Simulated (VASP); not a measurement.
# Sc2S5 (P4_2/nmc) in VASP: single point with PBE

Aim: the single point of Sc2S5 with PBE.

Program: VASP 6.6.1. These are calculated values, not measurements. Logs are shortened: lines on timing, memory, paths and dates and some standing lists are left out, and cuts for length are marked.

**1. The cell of the first run**

It takes space group P4_2/nmc (No. 137, tetragonal). The conventional cell has a = 5.038 Å, b = 5.038 Å, c = 9.840 Å, α = 90.00°, β = 90.00°, γ = 90.00°. Within 3.6 Å of Sc (site symmetry 2mm) lie 10 S at 2.71 to 2.84 Å. Within 3.4 Å of S (site symmetry m) lie 8 S at 2.45 to 3.37 Å and 4 Sc at 2.76 to 2.84 Å. Within 3.7 Å of S (site symmetry -4m2) lie 4 Sc at 2.71 Å and 12 S at 3.18 to 3.68 Å.

**2. Single point, PBE**

Input file INCAR:

```
ALGO = Normal
EDIFF = 1E-6
ENCUT = 520
GGA = PE
ISIF = 2
ISMEAR = 1
LASPH = T
LCHARG = F
LREAL = F
LWAVE = F
NBANDS = 65
NELM = 80
PREC = Accurate
SIGMA = 0.29
```

Input file KPOINTS:

```
k-points
0
Gamma
  7 7 4
```

Input file POSCAR:

```
Sc2S5
1.0
    5.0378780000      0.0000000000      0.0000000000
    0.0000000000      5.0378780000      0.0000000000
    0.0000000000      0.0000000000      9.8401710000
Sc S
4 10
Direct
    0.2500000000      0.2500000000      0.3509000000
    0.2500000000      0.2500000000      0.8509000000
    0.7500000000      0.7500000000      0.6491000000
    0.7500000000      0.7500000000      0.1491000000
    0.2500000000      0.5069300000      0.1030700000
    0.9930700000      0.2500000000      0.6030700000
    0.2500000000      0.9930700000      0.1030700000
    0.5069300000      0.2500000000      0.6030700000
    0.7500000000      0.4930700000      0.8969300000
    0.4930700000      0.7500000000      0.3969300000
    0.7500000000      0.0069300000      0.8969300000
    0.0069300000      0.7500000000      0.3969300000
    0.7500000000      0.2500000000      0.2500000000
    0.2500000000      0.7500000000      0.7500000000
```

Potentials or basis: VASP PAW PBE potentials, release 64 (Sc_sv, S).

The run is started by

```bash
cat potpaw_PBE.64/Sc_sv/POTCAR potpaw_PBE.64/S/POTCAR > POTCAR
mpirun -np 1 vasp_std > vasp.out
```

OUTCAR:

```text
EDIFF = 1E-6
   ENCUT = 520
   GGA = PE
   ISIF = 2
   ISMEAR = 1
   LASPH = T
   LREAL = F
   NELM = 80
   PREC = Accurate

 ion  position               nearest neighbor table
   1  0.250  0.250  0.351-  13 2.71  13 2.71   5 2.76   7 2.76   6 2.80   8 2.80  10 2.84  10 2.84
                            12 2.84  12 2.84
   2  0.250  0.250  0.851-  14 2.71  14 2.71   6 2.76   8 2.76   7 2.80   5 2.80   9 2.84  11 2.84
                             9 2.84  11 2.84
   3  0.750  0.750  0.649-  14 2.71  14 2.71   9 2.76  11 2.76  10 2.80  12 2.80   6 2.84   6 2.84
                             8 2.84   8 2.84
   4  0.750  0.750  0.149-  13 2.71  13 2.71  10 2.76  12 2.76  11 2.80   9 2.80   5 2.84   7 2.84
                             5 2.84   7 2.84
   5  0.250  0.507  0.103-   7 2.45   7 2.59   1 2.76   2 2.80   4 2.84   4 2.84
   6  0.993  0.250  0.603-   8 2.45   8 2.59   2 2.76   1 2.80   3 2.84   3 2.84
   7  0.250  0.993  0.103-   5 2.45   5 2.59   1 2.76   2 2.80   4 2.84   4 2.84
   8  0.507  0.250  0.603-   6 2.45   6 2.59   2 2.76   1 2.80   3 2.84   3 2.84
   9  0.750  0.493  0.897-  11 2.45  11 2.59   3 2.76   4 2.80   2 2.84   2 2.84
  10  0.493  0.750  0.397-  12 2.45  12 2.59   4 2.76   3 2.80   1 2.84   1 2.84
  11  0.750  0.007  0.897-   9 2.45   9 2.59   3 2.76   4 2.80   2 2.84   2 2.84
  12  0.007  0.750  0.397-  10 2.45  10 2.59   4 2.76   3 2.80   1 2.84   1 2.84
  13  0.750  0.250  0.250-   1 2.71   4 2.71   4 2.71   1 2.71
  14  0.250  0.750  0.750-   2 2.71   3 2.71   2 2.71   3 2.71

  LATTYP: Found a simple tetragonal cell.
 ALAT       =     5.0378780000
 C/A-ratio  =     1.9532372558

  Lattice vectors:

 A1 = (   5.0378780000,   0.0000000000,   0.0000000000)
 A2 = (   0.0000000000,   5.0378780000,   0.0000000000)
 A3 = (   0.0000000000,   0.0000000000,   9.8401710000)

Analysis of symmetry for initial positions (statically):
=====================================================================
 Subroutine PRICEL returns:
 Original cell was already a primitive cell.

 Routine SETGRP: Setting up the symmetry group for a
 simple tetragonal supercell.

 Subroutine GETGRP returns: Found 16 space group operations
 (whereof  2 operations were pure point group operations)
 out of a pool of 16 trial point group operations.

The static configuration has the point symmetry S_2 .
 The point group associated with its full space group is D_4h.

Analysis of symmetry for dynamics (positions and initial velocities):
=====================================================================
 Subroutine PRICEL returns:
 Original cell was already a primitive cell.

 Routine SETGRP: Setting up the symmetry group for a
 simple tetragonal supercell.

 Subroutine GETGRP returns: Found 16 space group operations
 (whereof  2 operations were pure point group operations)
 out of a pool of 16 trial point group operations.

The dynamic configuration has the point symmetry S_2 .
 The point group associated with its full space group is D_4h.

 Subroutine INISYM returns: Found 16 space group operations
 (whereof  2 operations are pure point group operations),
 and found     1 'primitive' translations

----------------------------------------------------------------------------------------

                                     Primitive cell

  volume of cell :     249.7457

  direct lattice vectors                    reciprocal lattice vectors
     5.037878000  0.000000000  0.000000000     0.198496272  0.000000000  0.000000000
     0.000000000  5.037878000  0.000000000     0.000000000  0.198496272  0.000000000
     0.000000000  0.000000000  9.840171000     0.000000000  0.000000000  0.101624250

  length of vectors
     5.037878000  5.037878000  9.840171000     0.198496272  0.198496272  0.101624250

  position of ions in fractional coordinates (direct lattice)
     0.250000000  0.250000000  0.350900000
     0.250000000  0.250000000  0.850900000
     0.750000000  0.750000000  0.649100000
     0.750000000  0.750000000  0.149100000
     0.250000000  0.506930000  0.103070000
     0.993070000  0.250000000  0.603070000
     0.250000000  0.993070000  0.103070000
     0.506930000  0.250000000  0.603070000
     0.750000000  0.493070000  0.896930000
     0.493070000  0.750000000  0.396930000
     0.750000000  0.006930000  0.896930000
     0.006930000  0.750000000  0.396930000
     0.750000000  0.250000000  0.250000000
     0.250000000  0.750000000  0.750000000

  ion indices of the primitive-cell ions
   primitive index   ion index
                 1           1
                 2           2
                 3           3
                 4           4
                 5           5
                 6           6
                 7           7
                 8           8
                 9           9
                10          10
                11          11
                12          12
                13          13
                14          14

----------------------------------------------------------------------------------------

 KPOINTS: k-points

Automatic generation of k-mesh.
 Grid dimensions read from file:
 generate k-points for:    7    7    4

 Generating k-lattice:

  Cartesian coordinates                     Fractional coordinates (reciprocal lattice)
     0.028356610  0.000000000  0.000000000     0.142857143  0.000000000  0.000000000
     0.000000000  0.028356610  0.000000000     0.000000000  0.142857143  0.000000000
     0.000000000  0.000000000  0.025406063     0.000000000  0.000000000  0.250000000

  Length of vectors
     0.028356610  0.028356610  0.025406063

  Shift w.r.t. Gamma in fractional coordinates (k-lattice)
     0.000000000  0.000000000  0.000000000

 Subroutine IBZKPT returns following result:
 ===========================================

 Found     30 irreducible k-points:

 Following reciprocal coordinates:
            Coordinates               Weight
  0.000000  0.000000  0.000000      1.000000
  0.142857  0.000000  0.000000      4.000000
  0.285714  0.000000  0.000000      4.000000
  0.428571  0.000000  0.000000      4.000000
  0.142857  0.142857  0.000000      4.000000
  0.285714  0.142857  0.000000      8.000000
[... 16 lines left out ...]
  0.285714  0.000000  0.500000      4.000000
  0.428571  0.000000  0.500000      4.000000
 [... further k-points ...]
   k-points           NKPTS =     30   k-points in BZ     NKDIM =     30   number of bands    NBANDS=     65
   number of dos      NEDOS =    301   number of ions     NIONS =     14
   total plane-waves  NPLWV = 128000
   dimension x,y,z NGX =    40 NGY =   40 NGZ =   80
   dimension x,y,z NGXF=    80 NGYF=   80 NGZF=  160
   ions per type =               4  10
   NGX,Y,Z   is equivalent  to a cutoff of  13.20, 13.20, 13.52 a.u.
   NGXF,Y,Z  is equivalent  to a cutoff of  26.40, 26.40, 27.03 a.u.
 SYSTEM =  unknown system
   PREC   = accura    normal or accurate (medium, high low for compatibility)
   ISTART =      0    job   : 0-new  1-cont  2-samecut
   ICHARG =      2    charge: 1-file 2-atom 10-const
   ISPIN  =      1    spin polarized calculation?
   LNONCOLLINEAR =      F non collinear calculations
   LSORBIT =      F    spin-orbit coupling
   LASPH  =      T    aspherical Exc in radial PAW
   ENCUT  =  520.0 eV  38.22 Ry    6.18 a.u.   9.37  9.37 18.30*2*pi/ulx,y,z
   NELM   =     80;   NELMIN=  2; NELMDL= -5     # of ELM steps
   EDIFF  = 0.1E-05   stopping-criterion for ELM
   LREAL  =      F    real-space projection
[... 7 lines left out ...]
   TEBEG  =    0.0;   TEEND  =   0.0 temperature during run
   PSTRESS=    0.0 pullay stress
   NELECT =     104.0000    total number of electrons
   NUPDOWN=      -1.0000    fix difference up-down
   EMIN   =  10.00;   EMAX   =-10.00  energy-range for DOS
   EFERMI =   0.00;   METHOD = LEGACY
   ISMEAR =     1;   SIGMA  =   0.29  broadening in eV -4-tet -1-fermi 0-gaus
   EFERMI_NEDOS =   21; number of points for ismear=-14 and -15
   IALGO  =     38    algorithm
   IMIX   =      4    mixing-type and parameters
     AMIX     =   0.40;   BMIX     =  1.00
     AMIX_MAG =   1.60;   BMIX_MAG =  1.00
  volume/ion in A,a.u.               =      17.84       120.38
  Fermi-wavevector in a.u.,A,eV,Ry     =   1.222512  2.310214 20.334407  1.494537
  Thomas-Fermi vector in A             =   2.357657
   LORBIT       =      0    0 simple, 1 ext, 2 COOP (PROOUT), +10 PAW based schemes
   GGA     = PE    functional components
   LHFCALC =     F    Hartree Fock is set to
   AEXX    =    0.0000 exact exchange contribution
   IVDW    =     0    specifies the selected vdW correction
   LEPSILON=     F    determine dielectric tensor
   LRPA    =     F    only Hartree local field effects (RPA)
 non-spin polarized calculation
 Methfessel and Paxton  Order N= 1 SIGMA  =   0.29
  energy-cutoff  :      520.00
  volume of cell :      249.75
 maximum number of plane-waves:      6755
 NGX is ok and might be reduce to    40
   NGX = 19   NGY = 19   NGZ = 37

 number of electron     104.0000003 magnetization

 Free energy of the ion-electron system (eV)
  ---------------------------------------------------
  ext. energy  EPLUGINS =         0.00000000
  ---------------------------------------------------
  free energy    TOTEN  =       -81.09200064 eV

  energy without entropy =      -81.12505144  energy(sigma->0) =      -81.10301758

 E-fermi :   5.5067     XC(G=0): -10.6130

 val. band max:        5.4992537502   @ k =   0.2857   0.2857   0.0000
 cond. band min:       5.5112973243   @ k =   0.4286   0.2857   0.2500
 fundamental gap:      0.0120435741
 Fermi energy:         5.5066700803

 k-point     1 :       0.0000    0.0000    0.0000
  band No.  band energies     occupation
      1     -43.8566      2.00000
      2     -43.8561      2.00000
      3     -43.8541      2.00000
      4     -43.8539      2.00000
      5     -22.5048      2.00000
      6     -22.5030      2.00000
[... 1597 lines left out ...]
     63       8.6700     -0.00000
     64       8.6895     -0.00000

 [... further k-points ...]

 [bands above 64 left out]

------------------------ aborting loop because EDIFF is reached ----------------------------------------

  FORCE on cell =-STRESS in cart. coord.  units (eV):
  Direction    XX          YY          ZZ          XY          YZ          ZX
  --------------------------------------------------------------------------------------
  -------------------------------------------------------------------------------------
  Total       -6.0498241     -6.0498241     -0.2640943      0.0000000      0.0000000      0.0000000
  in kB      -38.8110502    -38.8110502     -1.6942270      0.0000000      0.0000000      0.0000000
  external PRESSURE =     -26.4387758 kB  Pullay stress =       0.0000000 kB

 VOLUME and BASIS-vectors are now :
 -----------------------------------------------------------------------------
  energy-cutoff  :      520.00
  volume of cell :      249.75
      direct lattice vectors                 reciprocal lattice vectors
     5.037878000  0.000000000  0.000000000     0.198496272  0.000000000  0.000000000
     0.000000000  5.037878000  0.000000000     0.000000000  0.198496272  0.000000000
     0.000000000  0.000000000  9.840171000     0.000000000  0.000000000  0.101624250

 POSITION                                       TOTAL-FORCE (eV/Angst)
 -----------------------------------------------------------------------------------
      1.25947      1.25947      3.45292         0.000000     -0.000000     -0.036783
      1.25947      1.25947      8.37300        -0.000000     -0.000000     -0.036783
      3.77841      3.77841      6.38725         0.000000     -0.000000      0.036783
      3.77841      3.77841      1.46717         0.000000      0.000000      0.036783
      1.25947      2.55385      1.01423         0.000000      0.123355     -0.109427
      5.00297      1.25947      5.93431        -0.123355      0.000000     -0.109427
      1.25947      5.00297      1.01423         0.000000     -0.123355     -0.109427
      2.55385      1.25947      5.93431         0.123355      0.000000     -0.109427
      3.77841      2.48403      8.82594        -0.000000     -0.123355      0.109427
      2.48403      3.77841      3.90586        -0.123355     -0.000000      0.109427
      3.77841      0.03491      8.82594        -0.000000      0.123355      0.109427
      0.03491      3.77841      3.90586         0.123355     -0.000000      0.109427
      3.77841      1.25947      2.46004         0.000000     -0.000000     -0.000000
      1.25947      3.77841      7.38013         0.000000      0.000000     -0.000000
 -----------------------------------------------------------------------------------
    total drift:                               -0.000000      0.000000     -0.000000

  FREE ENERGIE OF THE ION-ELECTRON SYSTEM (eV)
  ---------------------------------------------------
  free  energy   TOTEN  =       -81.0920006408 eV

  energy  without entropy=      -81.1250514440  energy(sigma->0) =      -81.10301758
```

Run time: 22 min. Hardware: 1 thread of Intel Xeon 8259CL, shared host; peak memory 0.56 GiB.

Results:

```
Free energy            : -81.0920 eV
Pressure               : -2.6 GPa
Largest force          : 0.165 eV/Å
Band gap on the k mesh : zero (bands 52 and 53 overlap by 0.63 eV)
```

Forces in eV/Å, atoms in the order of the input:
```
Sc   0.000  0.000 -0.037
Sc   0.000  0.000 -0.037
Sc   0.000  0.000  0.037
Sc   0.000  0.000  0.037
S    0.000  0.123 -0.109
S   -0.123  0.000 -0.109
S    0.000 -0.123 -0.109
S    0.123  0.000 -0.109
S    0.000 -0.123  0.109
S   -0.123  0.000  0.109
S    0.000  0.123  0.109
S    0.123  0.000  0.109
S    0.000  0.000  0.000
S    0.000  0.000  0.000
```

Caveat: so wide a smearing shifts energies and pressures.
